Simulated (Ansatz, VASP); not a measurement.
# Two plane-wave programs on Ge5S

File INCAR:

```
PREC     = Accurate       # precision mode
ENCUT    = 600            # plane-wave cutoff, eV
EDIFF    = 1E-6           # SCF threshold, eV
ISMEAR   = 0              # smearing method
SIGMA    = 0.1            # smearing width, eV
LREAL    = False          # projectors in reciprocal space
LASPH    = True           # aspherical terms in the spheres
NELM     = 100            # most SCF steps
ALGO     = Fast           # electronic algorithm
ISIF     = 3              # what is computed and relaxed
LWAVE    = False          # write WAVECAR
LCHARG   = False          # write CHGCAR
GGA      = PE             # functional
IBRION   = 2              # ionic algorithm
NSW      = 100            # ionic steps
EDIFFG   = -0.01          # ionic threshold
```

KPOINTS

```
Automatic mesh
0
Gamma
  10 10 10
```

The input POSCAR:

```
Ge5S
1.0
   -2.8837598163      2.8837598163      3.8540273366
    2.8837598163     -2.8837598163      3.8540273366
    2.8837598163      2.8837598163     -3.8540273366
Ge S
5 1
Direct
    0.5000000000      0.5000000000      0.5000000000
    0.0000000000      0.0000000000      0.5000000000
    0.5000000000      0.0000000000      0.0000000000
    0.0000000000      0.5000000000      0.0000000000
    0.5000000000      0.5000000000      0.0000000000
    0.0000000000      0.0000000000      0.0000000000
```

Input for Ansatz:

```yaml
crystal:
  lattice:
    - [-2.8837598163, 2.8837598163, 3.8540273366]
    - [2.8837598163, -2.8837598163, 3.8540273366]
    - [2.8837598163, 2.8837598163, -3.8540273366]
  atoms:
    - { symbol: Ge, position: [0.5, 0.5, 0.5] }
    - { symbol: Ge, position: [0.0, 0.0, 0.5] }
    - { symbol: Ge, position: [0.5, 0.0, 0.0] }
    - { symbol: Ge, position: [0.0, 0.5, 0.0] }
    - { symbol: Ge, position: [0.5, 0.5, 0.0] }
    - { symbol: S, position: [0.0, 0.0, 0.0] }
basis:
  ecutwfc: 420
kpoints:
  mp_grid: { grid: [10, 10, 10] }
hamiltonian:
  xc: pbe
scf:
  occupations: { method: gaussian, width: 0.1 }
output:
  forces: true
  stress: true
  eigenvalues: true
relax:
  adjacent_minimum: "off"
  f_tol: 0.01
  max_steps: 80
  cell: { stress_tol: 0.05 }
```

Alike in both runs: task relaxation of cell and atoms; functional PBE; k mesh 10 × 10 × 10; occupations gaussian, width 0.1 eV; no spin polarisation.

|  | VASP | Ansatz |
| --- | --- | --- |
| version | VASP 6.6.1 | Ansatz 0.2.0 |
| potentials or method | VASP PAW PBE potentials, release 64 (Ge_d, S), cutoff 600 eV | scalar-relativistic, plane waves, PAW |
| valence electrons in the cell | 76 | 76 |

```csv
,VASP,Ansatz,Ansatz less VASP
"gap on the k mesh at the Fermi level, each at its own relaxed structure (eV)",none,none,-
relaxed volume (Å³/atom),21.58,21.56,-0.020
relaxed length of the cell vector where the two differ most in proportion (Å),5.639,5.638,-0.0011
```

A gap of «none» marks a metal or a gap that the smearing closes.
